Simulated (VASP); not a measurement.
Input of a VASP 6.6.1 run:

The input INCAR:

```
SYSTEM = TaN
  ALGO = Normal
  EDIFF = 1E-6
  ENCUT = 520
  GGA = PE
  ISIF = 2
  ISMEAR = -1
  LASPH = .TRUE.
  LCHARG = .FALSE.
  LREAL = .FALSE.
  LWAVE = .FALSE.
  NBANDS = 33
  NELM = 80
  PREC = Accurate
  SIGMA = 0.1
```

KPOINTS

```
k-points
0
G
  5 5 8
  0 0 0
```

File POSCAR:

```
TaN
1.0
    5.1444414382      0.0000000000      0.0000000000
   -2.5722207191      4.4552169727      0.0000000000
    0.0000000000      0.0000000000      2.8819178775
Ta N
3 3
Direct
    0.0000000000      0.0000000000      0.0000000000
    0.3333333333      0.6666666667      0.5000000000
    0.6666666667      0.3333333333      0.5000000000
    0.5000000000      0.0000000000      0.0000000000
    0.5000000000      0.5000000000      0.0000000000
    0.0000000000      0.5000000000      0.0000000000
```

Potentials or basis: VASP PAW PBE potentials, release 64 (Ta_pv, N).

Launch:

```sh
$ cat potpaw_PBE.64/Ta_pv/POTCAR potpaw_PBE.64/N/POTCAR > POTCAR
$ mpirun -np 1 vasp_std > vasp.out
```

Problem. Predict the pressure.

Solution. 20.4 GPa.

Problem. Predict the band gap on the k mesh.

Solution. Zero (bands 24 and 25 overlap by 2.23 eV).

Stress tensor (GPa, compression positive):
```
18.89  0.00  0.00
 0.00 18.89  0.00
 0.00  0.00 23.32
```

Caveat: the cell stands under pressure; spin-orbit coupling is left out, which moves the levels of the heavy elements.
